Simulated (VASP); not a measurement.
Set up this calculation in VASP 6.6.1, as the native input.

* Task: single point
* Functional: PBE
* Potentials or basis: VASP PAW PBE potentials, release 64 (Sc_sv, Al, P)
* Cutoff: 520 eV
* k mesh: 4 × 4 × 4
* Occupations: gaussian, width 0.1 eV
* Spin: no spin polarisation
* Dipole correction: no
* Further INCAR settings: ALGO = Normal; EDIFF = 1e-06; NBANDS = 24

The structure of ScAl3P2 lies in POSCAR:

```
ScAl3P2
1.0
    5.3126959700      0.0000000000      0.0000000000
    0.0000000000      5.3126959700      0.0000000000
    0.0000000000      0.0000000000      3.9606324300
Sc Al P
1 3 2
Direct
    0.0000000000      0.0000000000      0.0000000000
    0.0000000000      0.5000000000      0.0000000000
    0.5000000000      0.0000000000      0.0000000000
    0.5000000000      0.5000000000      0.0000000000
    0.0000000000      0.5000000000      0.5000000000
    0.5000000000      0.0000000000      0.5000000000
```

One way to write it, as run:

INCAR

```
  PREC = Accurate
  ENCUT = 520
  EDIFF = 1E-6
  ISMEAR = 0
  SIGMA = 0.1
  LREAL = False
  LASPH = True
  NELM = 80
  ALGO = Normal
  ISIF = 2
  LWAVE = False
  LCHARG = True
  GGA = PE
  LELF = True
  LVHAR = True
  NBANDS = 24
```

KPOINTS

```
regular mesh
0
Gamma
  4 4 4
```

Potentials or basis: VASP PAW PBE potentials, release 64 (Sc_sv, Al, P).

Command:

```sh
$ cat potpaw_PBE.64/Sc_sv/POTCAR potpaw_PBE.64/Al/POTCAR potpaw_PBE.64/P/POTCAR > POTCAR
$ mpirun -np 1 vasp_std > vasp.out
```

Results of the run:

```
Pressure               : 23.7 GPa
Band gap on the k mesh : zero (band 15 reaches 6.72 eV, above the bottom of band 16 at 5.66 eV)
```

Caveat: the k points lie up to 0.40 Å⁻¹ apart.

Run time: 22 s on 1 thread of Intel(R) Xeon(R) 6975P-C (Granite Rapids), with other jobs on the host, peak memory 0.22 GiB.
